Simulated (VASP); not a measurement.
BAs, 2 atoms in the cell. It takes space group F-43m (No. 216, cubic). The conventional cell has a = 4.784 Å, b = 4.784 Å, c = 4.784 Å, α = 90.00°, β = 90.00°, γ = 90.00°. B (site symmetry -43m) has 4 As at 2.07 Å within 2.7 Å. Within 2.7 Å of As (site symmetry -43m) lie 4 B at 2.07 Å. 

- Program: VASP 6.6.1
- Task: single point
- Functional: HSE06
- Potentials or basis: VASP PAW PBE potentials, release 64 (B, As)
- Cutoff: 420 eV
- k mesh: 6 × 6 × 6
- Occupations: gaussian, width 0.01 eV
- Spin: no spin polarisation
- Dipole correction: no
- Grid for exact exchange (PRECFOCK): Normal
- Further INCAR settings: ALGO = Normal; EDIFF = 1e-06; NBANDS = 11
- Screening parameter: 0.2079 1/Å

Potentials or basis: VASP PAW PBE potentials, release 64 (B, As).

Command:

```console
$ cat potpaw_PBE.64/B/POTCAR potpaw_PBE.64/As/POTCAR > POTCAR
$ cp INCAR.step1 INCAR
$ mpirun -np 1 vasp_std > vasp.out
$ cp INCAR.step2 INCAR
$ mpirun -np 1 vasp_std > vasp.out
```

Hardware: 1 thread of Intel(R) Xeon(R) Platinum 8375C CPU @ 2.90GHz (Ice Lake), with other jobs on the host.

How long does it take, and how much memory?

Run time: 4.8 min on 1 thread of Intel(R) Xeon(R) Platinum 8375C CPU @ 2.90GHz (Ice Lake) (shared host), peak memory 0.24 GiB. Counts: k points 16.
